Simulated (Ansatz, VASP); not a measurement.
**One calculation of SiGe, two programs**

INCAR

```
SYSTEM = SiGe
PREC     = Accurate       ! precision mode
ENCUT    = 520            ! plane-wave cutoff, eV
EDIFF    = 1E-6           ! SCF threshold, eV
ISMEAR   = 0              ! smearing method
SIGMA    = 0.03           ! smearing width, eV
LREAL    = .FALSE.        ! projectors in reciprocal space
LASPH    = .TRUE.         ! aspherical terms in the spheres
NELM     = 80             ! most SCF steps
ALGO     = Normal         ! electronic algorithm
ISIF     = 2              ! what is computed and relaxed
LWAVE    = .FALSE.        ! write WAVECAR
LCHARG   = .FALSE.        ! write CHGCAR
GGA      = CA             ! functional
NBANDS   = 26             ! bands
```

Contents of KPOINTS:

```
regular mesh
0
G
  12 12 8
  0 0 0
```

The input POSCAR:

```
SiGe
1.0
    4.1218011386      0.0000000000      0.0000000000
   -2.0609005693      3.5695844954      0.0000000000
    0.0000000000      0.0000000000      5.7883979793
Si Ge
2 2
Direct
    0.6666666667      0.3333333333      0.8746070000
    0.3333333333      0.6666666667      0.3746070000
    0.6666666667      0.3333333333      0.5003920000
    0.3333333333      0.6666666667      0.0003920000
```

Input for Ansatz:

```yaml
crystal:
  lattice:
    - [4.1218011386, 0.0, 0.0]
    - [-2.0609005693, 3.5695844954, 0.0]
    - [0.0, 0.0, 5.7883979793]
  atoms:
    - { symbol: Si, position: [0.6666666667, 0.3333333333, 0.874607] }
    - { symbol: Si, position: [0.3333333333, 0.6666666667, 0.374607] }
    - { symbol: Ge, position: [0.6666666667, 0.3333333333, 0.500392] }
    - { symbol: Ge, position: [0.3333333333, 0.6666666667, 0.000392] }
basis:
  ecutwfc: 420
kpoints:
  mp_grid: { grid: [12, 12, 8] }
hamiltonian:
  xc: lda
scf:
  occupations: { method: gaussian, width: 0.03 }
output:
  forces: true
  stress: true
  eigenvalues: true
```

Alike in both runs: task single point; functional LDA; k mesh 12 × 12 × 8; occupations gaussian, width 0.03 eV; no spin polarisation.

|  | VASP | Ansatz |
| --- | --- | --- |
| version | VASP 6.6.1 | Ansatz 0.2.0 |
| potentials or method | VASP PAW LDA potentials, release 64 (Si, Ge_d), cutoff 520 eV | scalar-relativistic, plane waves, PAW |
| valence electrons in the cell | 36 | 36 |

```csv
,VASP,Ansatz,Ansatz less VASP
gap on the k mesh at the Fermi level (eV),none,none,-
pressure (GPa),2.1,2.0,-0.07
"traceless stress, the component that is largest in VASP (GPa)",25.89,25.81,-0.083
rms of the force components (eV/Å),1.464,1.461,-0.0032
```

LDA's correlation is that of Perdew and Zunger in VASP and of Perdew and Wang (1992) in Ansatz. Atom by atom the forces differ by 0.003 eV/Å (rms over components). A gap of «none» marks a metal or a gap that the smearing closes.
